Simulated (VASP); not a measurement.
A run of VASP 6.6.1 is set up as follows.

Contents of INCAR:

```
SYSTEM = SrO
PREC     = Accurate       ! precision mode
ENCUT    = 520            ! plane-wave cutoff, eV
EDIFF    = 1E-6           ! SCF threshold, eV
ISMEAR   = -1             ! smearing method
SIGMA    = 0.01           ! smearing width, eV
LREAL    = .FALSE.        ! projectors in reciprocal space
LASPH    = .TRUE.         ! aspherical terms in the spheres
NELM     = 100            ! most SCF steps
ALGO     = Normal         ! electronic algorithm
ISIF     = 2              ! what is computed and relaxed
LWAVE    = .FALSE.        ! write WAVECAR
LCHARG   = .FALSE.        ! write CHGCAR
GGA      = CA             ! functional
NBANDS   = 24             ! bands
```

KPOINTS

```
Automatic mesh
0
G
  5 5 4
  0 0 0
```

Contents of POSCAR:

```
SrO
1.0
    4.1279170372      0.0000000000      0.0000000000
   -2.0639585186      3.5748808558      0.0000000000
    0.0000000000      0.0000000000      4.9776722438
Sr O
2 2
Direct
    0.3333333333      0.6666666667      0.9381280000
    0.6666666667      0.3333333333      0.4381280000
    0.3333333333      0.6666666667      0.4368720000
    0.6666666667      0.3333333333      0.9368720000
```

Potentials or basis: VASP PAW LDA potentials, release 64 (Sr_sv, O).

The run is started by

```console
$ cat potpaw_LDA.64/Sr_sv/POTCAR potpaw_LDA.64/O/POTCAR > POTCAR
$ mpirun -np 1 vasp_std > vasp.out
```

(1) Predict the largest force.

(2) What does it give for the band gap on the k mesh?

Results:

(1) 0.021 eV/Å.

(2) 2.75 eV, direct.
